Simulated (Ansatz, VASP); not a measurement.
## Si in VASP and in Ansatz

The input INCAR:

```
SYSTEM = Si
ALGO     = Normal         ! electronic algorithm
EDIFF    = 1E-7           ! SCF threshold, eV
EDIFFG   = -0.04          ! ionic threshold
ENCUT    = 600            ! plane-wave cutoff, eV
GGA      = PE             ! functional
IBRION   = 2              ! ionic algorithm
ISIF     = 3              ! what is computed and relaxed
ISMEAR   = 0              ! smearing method
LASPH    = .True.         ! aspherical terms in the spheres
LCHARG   = .False.        ! write CHGCAR
LREAL    = .False.        ! projectors in reciprocal space
LWAVE    = .False.        ! write WAVECAR
NELM     = 80             ! most SCF steps
NSW      = 90             ! ionic steps
PREC     = Accurate       ! precision mode
SIGMA    = 0.1            ! smearing width, eV
```

Contents of KPOINTS:

```
k-points
0
Gamma
  3 3 3
  0 0 0
```

Contents of POSCAR:

```
Si
1.0
    5.2507539600      3.0315242100      3.1223305900
   -5.2507539600      3.0315242100      3.1223305900
    0.0000000000     -6.0630484200      3.1223305900
Si
12
Direct
    0.3794981200      0.6670631400      0.1776340500
    0.1776340500      0.3794981200      0.6670631400
    0.6670631400      0.1776340500      0.3794981200
    0.1776340500      0.6670631400      0.3794981200
    0.6670631400      0.3794981200      0.1776340500
    0.3794981200      0.1776340500      0.6670631400
    0.1879631500      0.9833119500      0.3904604900
    0.3904604900      0.1879631500      0.9833119500
    0.9833119500      0.3904604900      0.1879631500
    0.3904604900      0.9833119500      0.1879631500
    0.9833119500      0.1879631500      0.3904604900
    0.1879631500      0.3904604900      0.9833119500
```

Input for Ansatz:

```yaml
crystal:
  lattice:
    - [5.25075396, 3.03152421, 3.12233059]
    - [-5.25075396, 3.03152421, 3.12233059]
    - [0.0, -6.06304842, 3.12233059]
  atoms:
    - { symbol: Si, position: [0.37949812, 0.66706314, 0.17763405] }
    - { symbol: Si, position: [0.17763405, 0.37949812, 0.66706314] }
    - { symbol: Si, position: [0.66706314, 0.17763405, 0.37949812] }
    - { symbol: Si, position: [0.17763405, 0.66706314, 0.37949812] }
    - { symbol: Si, position: [0.66706314, 0.37949812, 0.17763405] }
    - { symbol: Si, position: [0.37949812, 0.17763405, 0.66706314] }
    - { symbol: Si, position: [0.18796315, 0.98331195, 0.39046049] }
    - { symbol: Si, position: [0.39046049, 0.18796315, 0.98331195] }
    - { symbol: Si, position: [0.98331195, 0.39046049, 0.18796315] }
    - { symbol: Si, position: [0.39046049, 0.98331195, 0.18796315] }
    - { symbol: Si, position: [0.98331195, 0.18796315, 0.39046049] }
    - { symbol: Si, position: [0.18796315, 0.39046049, 0.98331195] }
basis:
  ecutwfc: 420
kpoints:
  mp_grid: { grid: [3, 3, 3] }
hamiltonian:
  xc: pbe
scf:
  occupations: { method: gaussian, width: 0.1 }
  lower_state_search: "off"
output:
  forces: true
  stress: true
  eigenvalues: true
relax:
  adjacent_minimum: "off"
  f_tol: 0.04
  max_steps: 70
  cell: { stress_tol: 0.4 }
```

Alike in both runs: task relaxation of cell and atoms; functional PBE; k mesh 3 × 3 × 3; occupations gaussian, width 0.1 eV; no spin polarisation.

```csv
,VASP,Ansatz
version,VASP 6.6.1,Ansatz 0.2.0
potentials or method,"VASP PAW PBE potentials, release 64 (Si), cutoff 600 eV","scalar-relativistic, plane waves, PAW"
valence electrons in the cell,48,48
```

|  | VASP | Ansatz | Ansatz less VASP |
| --- | --- | --- | --- |
| gap on the k mesh at the Fermi level, each at its own relaxed structure (eV) | 0.77 | 0.75 | -0.021 |
| relaxed volume (Å³/atom) | 29.68 | 29.62 | -0.062 |
| relaxed cell length with the largest relative difference (Å) | 7.121 | 7.122 | +0.0002 |

Noted on VASP's run: the volume moved by over 15 % at a fixed basis, so the end points are rough.
